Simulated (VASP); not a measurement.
Runs of VASP 6.6.1 on Mg3Sb2. The structure is that of space group P-3m1 (No. 164), or close to it. The cells are those of the table. 

| task | level | spin | cell | cutoff (eV) | smearing | gap on the mesh (eV) | pressure (GPa) | relaxed volume (Å³/atom) | largest force (eV/Å) |
| --- | --- | --- | --- | --- | --- | --- | --- | --- | --- |
| single point | PBEsol | off | a = 4.554, b = 4.554, c = 7.171 Å, angles 90.0, 90.0, 120.0°, 5 atoms | 520 | fermi-dirac 0.02 eV | (a) | 0.1 | - | 0.02 |
| relaxation of cell and atoms | PBEsol | off | relaxed from a = 4.599, b = 4.599, c = 7.262 Å, angles 90.0, 90.0, 120.0°, 5 atoms | 600 | fermi-dirac 0.02 eV | (b) | 0.0 | (c) | - |
| single point | r2SCAN | off | a = 4.570, b = 4.570, c = 7.240 Å, angles 90.0, 90.0, 120.0°, 5 atoms | 520 | gaussian 0.01 eV | 0.56 | 0.0 | - | 0.02 |
| single point | PBE | off | a = 4.599, b = 4.599, c = 7.262 Å, angles 90.0, 90.0, 120.0°, 5 atoms | 520 | fermi-dirac 0.02 eV | 0.24 | 0.0 | - | 0.02 |
| relaxation of cell and atoms | PBE | off | relaxed from a = 4.517, b = 4.517, c = 7.227 Å, angles 90.0, 90.0, 120.0°, 5 atoms | 600 | fermi-dirac 0.02 eV | 0.24 | 0.0 | 26.62 | - |
| single point | PBE | non-collinear, zero start, SOC | a = 4.570, b = 4.570, c = 7.240 Å, angles 90.0, 90.0, 120.0°, 5 atoms | 520 | fermi-dirac 0.02 eV | - | 0.9 | - | 0.18 |

Alike in all rows: potentials or basis VASP PAW PBE potentials, release 64 (Mg, Sb); k mesh 6 × 6 × 4.

**Question.** Estimate the missing entries.

**Answer.** (a) 0.17; (b) 0.18; (c) 25.81.

Caveats: spin-orbit coupling is left out, which moves the levels of the heavy elements (some runs); the PAW data sets were made with another functional, which shifts forces and pressure a little (some runs).

A k mesh can miss the band edges, and rows without SOC leave out spin-orbit coupling on Sb.
